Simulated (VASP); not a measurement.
# Pd (I4_1/amd) in VASP: notebook

The runs below take Pd through single point, with PBE.

All numbers are computed with VASP 6.6.1; they aren't measurements. Logs are shortened: lines on timing, memory, paths and dates and some standing lists are left out, and cuts for length are marked.

### Step 1. The cell of the first run

Symmetry: I4_1/amd, No. 141, tetragonal system. Conventional cell: a = 4.142 Å, b = 4.142 Å, c = 2.223 Å, α = 90.00°, β = 90.00°, γ = 90.00°. Within 2.8 Å of Pd (site symmetry -4m2) lie 10 Pd at 2.14 to 2.66 Å.

### Step 2. Single point, PBE

INCAR

```
SYSTEM = Pd
PREC     = Accurate       ! precision mode
ENCUT    = 520            ! plane-wave cutoff, eV
EDIFF    = 1E-6           ! SCF threshold, eV
ISMEAR   = -1             ! smearing method
SIGMA    = 0.05           ! smearing width, eV
LREAL    = .FALSE.        ! projectors in reciprocal space
LASPH    = .TRUE.         ! aspherical terms in the spheres
NELM     = 100            ! most SCF steps
ALGO     = Normal         ! electronic algorithm
ISIF     = 2              ! what is computed and relaxed
LWAVE    = .FALSE.        ! write WAVECAR
LCHARG   = .FALSE.        ! write CHGCAR
GGA      = PE             ! functional
NBANDS   = 17             ! bands
```

KPOINTS

```
Automatic mesh
0
G
  19 19 19
  0 0 0
```

POSCAR

```
Pd
1.0
   -2.0708402828      2.0708402828      1.1113442998
    2.0708402828     -2.0708402828      1.1113442998
    2.0708402828      2.0708402828     -1.1113442998
Pd
2
Direct
   -0.3750000000     -0.1250000000     -0.2500000000
    0.3750000000      0.1250000000      0.2500000000
```

Potentials or basis: VASP PAW PBE potentials, release 64 (Pd).

Started as:

```bash
$ cat potpaw_PBE.64/Pd/POTCAR > POTCAR
$ mpirun -np 1 vasp_std > vasp.out
```

OUTCAR:

```text
SYSTEM = Pd
   PREC = Accurate
   ENCUT = 520
   EDIFF = 1E-6
   ISMEAR = -1
   LREAL = .FALSE.
   LASPH = .TRUE.
   NELM = 100
   ISIF = 2
   GGA = PE

 ion  position               nearest neighbor table
   1  0.625  0.875  0.750-   2 2.14   2 2.14   2 2.14   2 2.14   2 2.66   2 2.66   2 2.66   2 2.66

   2  0.375  0.125  0.250-   1 2.14   1 2.14   1 2.14   1 2.14   1 2.66   1 2.66   1 2.66   1 2.66

  LATTYP: Found a body centered tetragonal cell.
 ALAT       =     4.1416805656
 C/A-ratio  =     0.5366634545

  Lattice vectors:

 A1 = (  -2.0708402828,   2.0708402828,   1.1113442998)
 A2 = (   2.0708402828,  -2.0708402828,   1.1113442998)
 A3 = (   2.0708402828,   2.0708402828,  -1.1113442998)

Analysis of symmetry for initial positions (statically):
=====================================================================
 Subroutine PRICEL returns:
 Original cell was already a primitive cell.

 Routine SETGRP: Setting up the symmetry group for a
 body centered tetragonal supercell.

 Subroutine GETGRP returns: Found 16 space group operations
 (whereof  4 operations were pure point group operations)
 out of a pool of 16 trial point group operations.

The static configuration has the point symmetry C_2h.
 The point group associated with its full space group is D_4h.

Analysis of symmetry for dynamics (positions and initial velocities):
=====================================================================
 Subroutine PRICEL returns:
 Original cell was already a primitive cell.

 Routine SETGRP: Setting up the symmetry group for a
 body centered tetragonal supercell.

 Subroutine GETGRP returns: Found 16 space group operations
 (whereof  4 operations were pure point group operations)
 out of a pool of 16 trial point group operations.

The dynamic configuration has the point symmetry C_2h.
 The point group associated with its full space group is D_4h.

 Subroutine INISYM returns: Found 16 space group operations
 (whereof  4 operations are pure point group operations),
 and found     1 'primitive' translations

----------------------------------------------------------------------------------------

                                     Primitive cell

  volume of cell :      19.0635

  direct lattice vectors                    reciprocal lattice vectors
    -2.070840283  2.070840283  1.111344300     0.000000000  0.241447882  0.449905578
     2.070840283 -2.070840283  1.111344300     0.241447882  0.000000000  0.449905578
     2.070840283  2.070840283 -1.111344300     0.241447882  0.241447882  0.000000000

  length of vectors
     3.132386487  3.132386487  3.132386487     0.510599754  0.510599754  0.341458869

  position of ions in fractional coordinates (direct lattice)
     0.625000000  0.875000000  0.750000000
     0.375000000  0.125000000  0.250000000

  ion indices of the primitive-cell ions
   primitive index   ion index
                 1           1
                 2           2

----------------------------------------------------------------------------------------

 KPOINTS: Automatic mesh

Automatic generation of k-mesh.
 Grid dimensions read from file:
 generate k-points for:   19   19   19

 Generating k-lattice:

  Cartesian coordinates                     Fractional coordinates (reciprocal lattice)
     0.000000000  0.012707783  0.023679241     0.052631579  0.000000000 -0.000000000
     0.012707783  0.000000000  0.023679241     0.000000000  0.052631579 -0.000000000
     0.012707783  0.012707783  0.000000000     0.000000000  0.000000000  0.052631579

  Length of vectors
     0.026873671  0.026873671  0.017971519

  Shift w.r.t. Gamma in fractional coordinates (k-lattice)
     0.000000000  0.000000000  0.000000000

 Subroutine IBZKPT returns following result:
 ===========================================

 Found    550 irreducible k-points:

 Following reciprocal coordinates:
            Coordinates               Weight
  0.000000  0.000000  0.000000      1.000000
  0.052632  0.000000 -0.000000      8.000000
  0.105263  0.000000 -0.000000      8.000000
  0.157895  0.000000  0.000000      8.000000
  0.210526 -0.000000  0.000000      8.000000
  0.263158  0.000000  0.000000      8.000000
[... 16 lines left out ...]
 -0.315789  0.052632  0.000000     16.000000
 -0.263158  0.052632  0.000000     16.000000
 [... further k-points ...]
   k-points           NKPTS =    550   k-points in BZ     NKDIM =    550   number of bands    NBANDS=     17
   number of dos      NEDOS =    301   number of ions     NIONS =      2
   total plane-waves  NPLWV =  13824
   dimension x,y,z NGX =    24 NGY =   24 NGZ =   24
   dimension x,y,z NGXF=    48 NGYF=   48 NGZF=   48
   ions per type =               2
   NGX,Y,Z   is equivalent  to a cutoff of  12.74, 12.74, 12.74 a.u.
   NGXF,Y,Z  is equivalent  to a cutoff of  25.48, 25.48, 25.48 a.u.
 SYSTEM =  Pd
   PREC   = accura    normal or accurate (medium, high low for compatibility)
   ISTART =      0    job   : 0-new  1-cont  2-samecut
   ICHARG =      2    charge: 1-file 2-atom 10-const
   ISPIN  =      1    spin polarized calculation?
   LNONCOLLINEAR =      F non collinear calculations
   LSORBIT =      F    spin-orbit coupling
   LASPH  =      T    aspherical Exc in radial PAW
   ENCUT  =  520.0 eV  38.22 Ry    6.18 a.u.   5.82  5.82  5.82*2*pi/ulx,y,z
   NELM   =    100;   NELMIN=  2; NELMDL= -5     # of ELM steps
   EDIFF  = 0.1E-05   stopping-criterion for ELM
   LREAL  =      F    real-space projection
   EDIFFG = 0.1E-04   stopping-criterion for IOM
   NSW    =      0    number of steps for IOM
   IBRION =     -1    ionic relax: 0-MD 1-quasi-New 2-CG
   NFREE  =      0    steps in history (QN), initial steepest desc. (CG)
   ISIF   =      2    stress and relaxation
   ISYM   =      2    0-nonsym 1-usesym 2-fastsym
   POTIM  = 0.5000    time-step for ionic-motion
   TEBEG  =    0.0;   TEEND  =   0.0 temperature during run
   PSTRESS=    0.0 pullay stress
   NELECT =      20.0000    total number of electrons
   NUPDOWN=      -1.0000    fix difference up-down
   EMIN   =  10.00;   EMAX   =-10.00  energy-range for DOS
   EFERMI =   0.00;   METHOD = LEGACY
   ISMEAR =    -1;   SIGMA  =   0.05  broadening in eV -4-tet -1-fermi 0-gaus
   EFERMI_NEDOS =   21; number of points for ismear=-14 and -15
   IALGO  =     38    algorithm
   IMIX   =      4    mixing-type and parameters
     AMIX     =   0.40;   BMIX     =  1.00
     AMIX_MAG =   1.60;   BMIX_MAG =  1.00
  volume/ion in A,a.u.               =       9.53        64.32
  Fermi-wavevector in a.u.,A,eV,Ry     =   1.663480  3.143521 37.649570  2.767165
  Thomas-Fermi vector in A             =   2.750190
   LORBIT       =      0    0 simple, 1 ext, 2 COOP (PROOUT), +10 PAW based schemes
   GGA     = PE    functional components
   LHFCALC =     F    Hartree Fock is set to
   AEXX    =    0.0000 exact exchange contribution
   IVDW    =     0    specifies the selected vdW correction
   LEPSILON=     F    determine dielectric tensor
   LRPA    =     F    only Hartree local field effects (RPA)
 non-spin polarized calculation
  energy-cutoff  :      520.00
  volume of cell :       19.06
 maximum number of plane-waves:       524
   NGX = 11   NGY = 11   NGZ = 11

 number of electron      20.0000005 magnetization

 Free energy of the ion-electron system (eV)
  ---------------------------------------------------
  ext. energy  EPLUGINS =         0.00000000
  ---------------------------------------------------
  free energy    TOTEN  =        -0.87342009 eV

  energy without entropy =       -0.86439295  energy(sigma->0) =       -0.86890652

 E-fermi :  19.7087     XC(G=0): -16.0017

 val. band max:       19.7076584206   @ k =  -0.1579   0.0526   0.0000
 cond. band min:      19.7117713986   @ k =   0.3158   0.2632   0.2105
 fundamental gap:      0.0041129780
 Fermi energy:        19.7086504881

 k-point     1 :       0.0000    0.0000    0.0000
  band No.  band energies     occupation
      1       8.0544      2.00000
      2       8.4987      2.00000
      3       9.8803      2.00000
      4      11.0337      2.00000
      5      11.5193      2.00000
      6      16.9712      2.00000
[... 9 lines left out ...]
     16      39.4319      0.00000
     17      42.6557      0.00000

 k-point     2 :       0.0526    0.0000   -0.0000
  band No.  band energies     occupation
      1       8.1383      2.00000
      2       8.6540      2.00000
      3       9.9178      2.00000
      4      11.2192      2.00000
      5      11.6340      2.00000
      6      16.1760      2.00000
[... 9 lines left out ...]
     16      39.7234      0.00000
     17      42.6154      0.00000

 k-point     3 :       0.1053    0.0000   -0.0000
  band No.  band energies     occupation
      1       8.3837      2.00000
      2       9.0888      2.00000
      3      10.0435      2.00000
      4      11.7215      2.00000
      5      11.9729      2.00000
      6      15.1588      2.00000
[... 9 lines left out ...]
     16      40.5477      0.00000
     17      42.4575      0.00000

 k-point     4 :       0.1579    0.0000    0.0000
  band No.  band energies     occupation
      1       8.7682      2.00000
      2       9.6970      2.00000
      3      10.2547      2.00000
      4      12.2698      2.00000
      5      12.6176      2.00000
      6      14.1129      2.00000
[... 9 lines left out ...]
     16      41.6911      0.00000
     17      41.7117      0.00000

 k-point     5 :       0.2105   -0.0000    0.0000
  band No.  band energies     occupation
      1       9.2377      2.00000
      2      10.2933      2.00000
      3      10.4420      2.00000
      4      12.6308      2.00000
      5      13.1832      2.00000
      6      13.4807      2.00000
[... 9 lines left out ...]
     16      40.3701      0.00000
     17      42.1291      0.00000

 k-point     6 :       0.2632    0.0000    0.0000
  band No.  band energies     occupation
      1       9.6597      2.00000
      2      10.3541      2.00000
      3      10.7787      2.00000
      4      12.5471      2.00000
      5      12.9929      2.00000
      6      14.0658      2.00000
[... 9 lines left out ...]
     16      39.8084      0.00000
     17      41.6292      0.00000

 k-point     7 :       0.3158    0.0000   -0.0000
  band No.  band energies     occupation
      1       9.7938      2.00000
      2      10.0531      2.00000
      3      11.1890      2.00000
      4      12.4522      2.00000
      5      12.8605      2.00000
      6      14.7088      2.00000
[... 9 lines left out ...]
     16      39.3814      0.00000
     17      41.3047      0.00000

 k-point     8 :       0.3684    0.0000   -0.0000
  band No.  band energies     occupation
      1       9.6066      2.00000
      2       9.7696      2.00000
      3      11.4819      2.00000
      4      12.3410      2.00000
      5      12.9022      2.00000
      6      15.3992      2.00000
[... 9 lines left out ...]
     16      38.8972      0.00000
     17      40.7656      0.00000
[... 203 lines left out ...]
      1       9.1851      2.00000
      2       9.5674      2.00000
      3      11.1117      2.00000
      4      12.2976      2.00000
      5      14.2247      2.00000
      6      14.6903      2.00000
[... 9 lines left out ...]
     16      38.7033      0.00000
     17      40.0386      0.00000

 k-point    20 :      -0.4737    0.0526    0.0000
  band No.  band energies     occupation
      1       9.3227      2.00000
      2       9.6932      2.00000
      3      11.2298      2.00000
      4      12.1982      2.00000
      5      13.9327      2.00000
      6      14.8734      2.00000
[... 9 lines left out ...]
     16      38.6139      0.00000
     17      40.3870      0.00000

 k-point    21 :      -0.4211    0.0526    0.0000
  band No.  band energies     occupation
      1       9.5592      2.00000
      2       9.8796      2.00000
      3      11.4587      2.00000
      4      12.1412      2.00000
      5      13.3818      2.00000
      6      15.1260      2.00000
[... 9 lines left out ...]
     16      38.5001      0.00000
     17      40.8874      0.00000

 k-point    22 :      -0.3684    0.0526   -0.0000
  band No.  band energies     occupation
      1       9.7769      2.00000
      2      10.1465      2.00000
      3      11.2742      2.00000
      4      12.4726      2.00000
      5      12.9996      2.00000
      6      14.9194      2.00000
[... 9 lines left out ...]
     16      38.9340      0.00000
     17      41.4029      0.00000

 k-point    23 :      -0.3158    0.0526    0.0000
  band No.  band energies     occupation
      1       9.7637      2.00000
      2      10.4283      2.00000
      3      10.8682      2.00000
      4      12.6927      2.00000
      5      13.1053      2.00000
      6      14.0545      2.00000
[... 9 lines left out ...]
     16      39.2865      0.00000
     17      41.7863      0.00000

 k-point    24 :      -0.2632    0.0526    0.0000
  band No.  band energies     occupation
      1       9.4252      2.00000
      2      10.4114      2.00000
      3      10.5712      2.00000
      4      12.5911      2.00000
      5      13.0811      2.00000
      6      13.6639      2.00000
[... 9 lines left out ...]
     16      39.7042      0.00000
     17      42.0865      0.00000

 [... further k-points ...]
[... 5 lines left out ...]
  --------------------------------------------------------------------------------------
  -------------------------------------------------------------------------------------
  Total       40.4251325     40.4251325     41.2037729     -0.0000000     -0.0000000      0.0000000
  in kB     3397.5058089   3397.5058089   3462.9461712     -0.0000000     -0.0000000      0.0000000
  external PRESSURE =    3419.3192630 kB  Pullay stress =       0.0000000 kB

 VOLUME and BASIS-vectors are now :
 -----------------------------------------------------------------------------
  energy-cutoff  :      520.00
  volume of cell :       19.06
      direct lattice vectors                 reciprocal lattice vectors
    -2.070840283  2.070840283  1.111344300     0.000000000  0.241447882  0.449905578
     2.070840283 -2.070840283  1.111344300     0.241447882  0.000000000  0.449905578
     2.070840283  2.070840283 -1.111344300     0.241447882  0.241447882  0.000000000

 POSITION                                       TOTAL-FORCE (eV/Angst)
 -----------------------------------------------------------------------------------
      2.07084      1.03542      0.83351         0.000000      0.000000      0.000000
      0.00000      1.03542      0.27784        -0.000000     -0.000000     -0.000000
 -----------------------------------------------------------------------------------
    total drift:                               -0.000000      0.000000      0.000000

  FREE ENERGIE OF THE ION-ELECTRON SYSTEM (eV)
  ---------------------------------------------------
  free  energy   TOTEN  =        -0.8734200915 eV

  energy  without entropy=       -0.8643929496  energy(sigma->0) =       -0.86890652
```

It took 2.9 min on 1 thread of Intel Xeon 8259CL, shared host; peak memory 0.26 GiB.

What came out:

```
Free energy            : -0.8734 eV
Pressure               : 341.9 GPa
Band gap on the k mesh : zero (bands 10 and 11 overlap by 3.11 eV)
```

Levels at points of the mesh, in eV from the Fermi level:
```
           k point  band 8  band 9  band 10  band 11  band 12  band 13
(0.00, 0.00, 0.00)   -2.67   -2.67     0.36     2.25     7.69     7.69
```

Caveat: the stress differs along the axes, from 340 to 346 GPa.

### Step 3. Single point, PBE

INCAR

```
  ALGO = Normal
  EDIFF = 1E-6
  ENCUT = 520
  GGA = PE
  ISIF = 2
  ISMEAR = -1
  LASPH = T
  LCHARG = F
  LREAL = F
  LWAVE = F
  NBANDS = 17
  NELM = 100
  PREC = Accurate
  SIGMA = 0.05
```

KPOINTS

```
k-points
0
Gamma
  19 19 19
```

POSCAR

```
Pd
1.0
   -2.0709994497      2.0709994497      1.1115105382
    2.0709994497     -2.0709994497      1.1115105382
    2.0709994497      2.0709994497     -1.1115105382
Pd
2
Direct
   -0.3750000000     -0.1250000000     -0.2500000000
    0.3750000000      0.1250000000      0.2500000000
```

Potentials or basis: VASP PAW PBE potentials, release 64 (Pd).

Started as:

```bash
$ cat potpaw_PBE.64/Pd/POTCAR > POTCAR
$ mpirun -np 1 vasp_std > vasp.out
```

It took 3 min on 1 thread of Intel Xeon 8259CL, shared host; peak memory 0.26 GiB.

The run converged. Its results:

```yaml
Free_energy: -0.8858 eV
Pressure: 341.5 GPa
Band_gap_on_the_k_mesh: zero (bands 10 and 11 overlap by 3.11 eV)
```

Stress tensor (GPa, compression positive):
```
339.36   0.00   0.00
  0.00 339.36   0.00
  0.00   0.00 345.77
```

Levels at points of the mesh, in eV from the Fermi level:
```csv
k point,band 6,band 7,band 8,band 9,band 10,band 11,band 12,band 13,band 14,band 15
"(0.00, 0.00, 0.00)",-2.74,-2.74,-2.67,-2.67,0.36,2.25,7.69,7.69,19.02,19.72
```

Caveat: the stress differs along the axes, from 339 to 346 GPa.
